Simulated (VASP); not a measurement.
Set up this calculation in VASP 6.6.1, as the native input.

- Task: relaxation of cell and atoms
- Functional: PBE
- Potentials or basis: VASP PAW PBE potentials, release 64 (Si, O)
- Cutoff: 600 eV
- k mesh: 10 × 10 × 10
- Occupations: gaussian, width 0.02 eV
- Spin: no spin polarisation
- Target pressure: 60 GPa
- Dipole correction: no
- Further INCAR settings: ALGO = Normal; EDIFF = 1e-07; IBRION = 2; EDIFFG = -0.008; NSW = 70; ISIF = 3

The structure of SiO2 lies in POSCAR:

```
SiO2
1.0
   -1.8147089319      1.8147089319      3.8400467941
    1.8147089319     -1.8147089319      3.8400467941
    1.8147089319      1.8147089319     -3.8400467941
Si O
2 4
Direct
    0.0000000000      0.0000000000      0.0000000000
    0.7500000000      0.2500000000      0.5000000000
    0.3750000000      0.3585533907      0.4835533907
    1.1085533907      0.6250000000      0.9835533907
    0.6414466093      0.1250000000      0.0164466093
    0.8750000000     -0.1085533907      0.5164466093
```

The input as run:

INCAR

```
SYSTEM = SiO2
PREC = Accurate ; ENCUT = 600
EDIFF = 1E-7 ; ISMEAR = 0
SIGMA = 0.02 ; LREAL = .FALSE.
LASPH = .TRUE. ; NELM = 80
ALGO = Normal ; ISIF = 3
LWAVE = .FALSE. ; LCHARG = .FALSE.
GGA = PE ; IBRION = 2
NSW = 70 ; EDIFFG = -0.008
PSTRESS = 600.0
```

KPOINTS

```
Automatic mesh
0
G
  10 10 10
  0 0 0
```

Potentials or basis: VASP PAW PBE potentials, release 64 (Si, O).

Command:

```console
$ cat potpaw_PBE.64/Si/POTCAR potpaw_PBE.64/O/POTCAR > POTCAR
$ mpirun -np 1 vasp_std > vasp.out
```

Results of the run:

| Quantity | Value |
| --- | --- |
| Relaxed volume | 7.99 Å³/atom |
| Relaxed cell | a = 4.650 Å, b = 4.650 Å, c = 4.650 Å, α = 135.98°, β = 135.98°, γ = 64.02° |
| Space group after relaxing (to 0.1 Å) | I-42d (No. 122) |
| Energy change on relaxing (the run minimises the enthalpy) | +110.0 meV/atom |
| Ionic steps | 17 |
| Pressure after relaxing | 60.0 GPa |
| Band gap on the k mesh | 5.94 eV (least direct gap 6.29 eV) |

Caveat: the cell is relaxed towards a set pressure, so the run minimises the enthalpy, not the energy.

Run time: 22 min on 1 thread of Intel(R) Xeon(R) Platinum 8259CL CPU @ 2.50GHz (Skylake/Cascade Lake), with other jobs on the host, peak memory 0.3 GiB.
